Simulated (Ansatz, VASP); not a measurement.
MnRh in VASP and in Ansatz

```
CELL_PARAMETERS angstrom
3.01325 0.00000 0.00000
0.00000 3.01325 0.00000
0.00000 0.00000 3.01325
ATOMIC_POSITIONS crystal
Mn 0.00000 0.00000 0.00000
Rh 0.50000 0.50000 0.50000
```

Alike in both runs: task single point; functional PBEsol; k mesh 9 × 9 × 9; occupations fermi-dirac, width 0.1 eV; collinear spin.

|  | VASP | Ansatz |
| --- | --- | --- |
| version | VASP 6.6.1 | Ansatz 0.2.0 |
| potentials or method | VASP PAW PBE potentials, release 64 (Mn_pv, Rh_pv), cutoff 520 eV | all-electron (LAPW or listed datasets) |

```csv
,VASP,Ansatz,Ansatz less VASP
net moment per atom (μB),2.03,2.02,-0.002
size of the moment on the site where the two differ most (μB),3.43,3.47,+0.037
```

VASP's potentials were made for PBE, not for PBEsol. Site moments also hang on the region over which each program counts them. Ansatz ran all-electron here, and VASP with PAW potentials.
